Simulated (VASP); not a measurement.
Here is a VASP 6.6.1 calculation.

File POSCAR:

```
ZnS
1.0
    0.0959094557      2.7899952900      2.7899952900
    2.7899952900      0.0959094557      2.7899952900
    2.7899952900      2.7899952900      0.0959094557
Zn S
1 1
Direct
    0.0021574035      0.0021574035      0.0021574035
    0.2478425965      0.2478425965      0.2478425965
```

Contents of INCAR.step1:

```
SYSTEM = ZnS
ALGO = Normal
EDIFF = 1E-5
ENCUT = 520
GGA = PE
ISIF = 2
ISMEAR = 0
LASPH = .True.
LCHARG = .False.
LREAL = .False.
LWAVE = .True.
NBANDS = 16
NELM = 60
PREC = Accurate
SIGMA = 0.01
```

File INCAR.step2:

```
SYSTEM = ZnS
ALGO = Normal
EDIFF = 1E-7
ENCUT = 520
GGA = PE
HFSCREEN = 0.2079
ISIF = 2
ISMEAR = 0
ISTART = 1
LASPH = .True.
LCHARG = .False.
LHFCALC = .True.
LREAL = .False.
LWAVE = .False.
NBANDS = 16
NELM = 60
PREC = Accurate
PRECFOCK = Normal
SIGMA = 0.01
```

File KPOINTS:

```
k-points
0
Gamma
  6 6 6
  0 0 0
```

Potentials or basis: VASP PAW PBE potentials, release 64 (Zn, S).

The run is started by

```bash
$ cat potpaw_PBE.64/Zn/POTCAR potpaw_PBE.64/S/POTCAR > POTCAR
$ cp INCAR.step1 INCAR
$ mpirun -np 1 vasp_std > vasp.out
$ cp INCAR.step2 INCAR
$ mpirun -np 1 vasp_std > vasp.out
```

(1) What does it give for the pressure?

(2) Estimate the largest force.

(3) Estimate the band gap on the k mesh.

## Answers

(1) -2.2 GPa.

(2) 0.020 eV/Å.

(3) 2.97 eV.

Caveat: the cell differs from its parent crystal (strain along [111] +5.3%); the PAW data sets were made with another functional, which shifts forces and pressure a little.
